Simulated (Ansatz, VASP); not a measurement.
**Cd4Se: VASP beside Ansatz**

```xyz
5
Lattice="4.2395 0.0000 0.0000 0.0000 4.2395 0.0000 0.0000 0.0000 7.8446" Properties=species:S:1:pos:R:3 pbc="T T T"
Cd    2.1198    0.0000    6.1500
Cd    0.0000    2.1198    1.6946
Cd    0.0000    0.0000    3.9223
Cd    2.1198    2.1198    3.9223
Se    0.0000    0.0000    0.0000
```

Alike in both runs: functional PBE; k mesh 8 × 8 × 4; occupations gaussian, width 0.1 eV; no spin polarisation.

Ansatz relaxed the structure, and its values are those at the end. VASP's run is a single point on that final structure, the one shown.

|  | VASP | Ansatz |
| --- | --- | --- |
| version | VASP 6.6.1 | Ansatz 0.2.0 |
| potentials or method | VASP PAW PBE potentials, release 64 (Cd, Se), cutoff 520 eV | scalar-relativistic, plane waves, PAW |
| valence electrons in the cell | 54 | 96 |

|  | VASP | Ansatz | Ansatz less VASP |
| --- | --- | --- | --- |
| gap on the k mesh at the Fermi level (eV) | none | none | - |
| pressure (GPa) | 0.2 | 0.0 | -0.22 |

A gap of «none» marks a metal or a gap that the smearing closes. With one functional, cell and mesh, what is left measures potentials, basis and numerics. VASP's potentials hold 54 valence electrons a cell and Ansatz's 96, so a difference there can come from the potentials and not from the codes.
